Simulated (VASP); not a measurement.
Crystal: TiCo3.

```
Ti Co
1.0
     3.61400    0.00000    0.00000
     0.00000    3.61400    0.00000
     0.00000    0.00000    3.61400
Ti Co
1 3
Direct
  0.00000 0.00000 0.00000
  0.00000 0.50000 0.50000
  0.50000 0.00000 0.50000
  0.50000 0.50000 0.00000
```

Base run:

```yaml
Program: VASP 6.6.1
Functional: r2SCAN
Potentials_or_basis: VASP PAW PBE potentials, release 64 (Ti_sv, Co)
Cutoff: 520 eV
k_mesh: 6 × 6 × 6
Occupations: gaussian, width 0.1 eV
Spin: collinear spin, ferrimagnetic start
Starting_moments: "[-0.74, 1.48, 1.48, 1.48] μB"
```

Its results: pressure -4.3 GPa; net moment 2.74 μB per cell.

Task: After a change of settings the same cell gave: pressure -13.8 GPa; net moment 0.00 μB per cell. Which change was it?
A. occupations from gaussian, width 0.1 eV to gaussian, width 0.01 eV; further incar settings from ALGO = Normal; EDIFF = 1e-06; NBANDS = 32 to ALGO = Normal; EDIFF = 1e-07; NBANDS = 32
B. k mesh from 6 × 6 × 6 to 2 × 2 × 2
C. k mesh from 6 × 6 × 6 to 4 × 4 × 4; further incar settings from ALGO = Normal; EDIFF = 1e-06; NBANDS = 32 to ALGO = Normal; EDIFF = 1e-07; NBANDS = 32
D. k mesh from 6 × 6 × 6, through Γ to 6 × 6 × 6, shifted

Result: B.

Caveats: some runs use coarse meshes; the PAW data sets were made with another functional, which shifts forces and pressure a little; the cell stands under tension (at least some runs).
